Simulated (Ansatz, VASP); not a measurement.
## Two plane-wave programs on AlAs

```xyz
2
Lattice="0.0000 2.8639 2.8639 2.8639 0.0000 2.8639 2.8639 2.8639 0.0000" Properties=species:S:1:pos:R:3 pbc="T T T"
Al    0.0000    0.0000    0.0000
As    1.4319    1.4319    1.4319
```

Alike in both runs: functional PBE; k mesh 8 × 8 × 8; occupations gaussian, width 0.02 eV; no spin polarisation.

Ansatz relaxed the structure, and its values are those at the end. VASP's run is a single point on that final structure, the one shown.

|  | VASP | Ansatz |
| --- | --- | --- |
| version | VASP 6.6.1 | Ansatz 0.2.0 |
| potentials or method | VASP PAW PBE potentials, release 64 (Al, As), cutoff 500 eV | scalar-relativistic, plane waves, PAW |
| valence electrons in the cell | 8 | 18 |

```csv
,VASP,Ansatz,Ansatz less VASP
gap on the k mesh at the Fermi level (eV),1.49,1.50,+0.009
least direct gap on the mesh (eV),1.78,1.78,-0.003
pressure (GPa),0.2,0.0,-0.17
```

The functional is the same, so the differences come from potentials, cutoffs and numerics. VASP's potentials hold 8 valence electrons a cell and Ansatz's 18, so a difference there can come from the potentials and not from the codes.
